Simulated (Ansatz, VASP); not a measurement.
ScTa3F in VASP and in Ansatz

```
CELL_PARAMETERS angstrom
3.90786 0.00000 0.00000
0.00000 3.90786 0.00000
0.00000 0.00000 4.95061
ATOMIC_POSITIONS crystal
Sc 0.00000 0.00000 0.00000
Ta 0.00000 0.50000 0.50000
Ta 0.50000 0.00000 0.50000
Ta 0.50000 0.50000 0.10760
F 0.50000 0.50000 0.66500
```

Change from the starting cell: species swapped into the PrBPt3 type (P4mm, No. 99).

Alike in both runs: task relaxation of cell and atoms; functional PBE; k mesh 4 × 4 × 4; occupations gaussian, width 0.1 eV; no spin polarisation.

|  | VASP | Ansatz |
| --- | --- | --- |
| version | VASP 6.6.1 | Ansatz 0.2.0 |
| potentials or method | VASP PAW PBE potentials, release 64 (Sc_sv, Ta_pv, F), cutoff 600 eV | scalar-relativistic, plane waves, PAW |
| valence electrons in the cell | 51 | 57 |

Ansatz gave:

```
gap on the k mesh at the Fermi level, each at its own relaxed structure (eV) : none
relaxed volume (Å³/atom)                                                     : 18.44
relaxed length of the cell vector where the two differ most in proportion (Å)              : 5.599
```

Which values does VASP return?

gap on the k mesh at the Fermi level, each at its own relaxed structure (eV): none; relaxed volume (Å³/atom): 18.45; relaxed length of the cell vector where the two differ most in proportion (Å): 5.618.

A gap of «none» marks a metal or a gap that the smearing closes. VASP's potentials hold 51 valence electrons a cell and Ansatz's 57, so a difference there can come from the potentials and not from the codes.

The k mesh is coarse, so the values compare programs but aren't converged. Spin-orbit coupling is off throughout. Noted on VASP's run: the volume moved by over 15 % at a fixed basis, so the end points are rough.
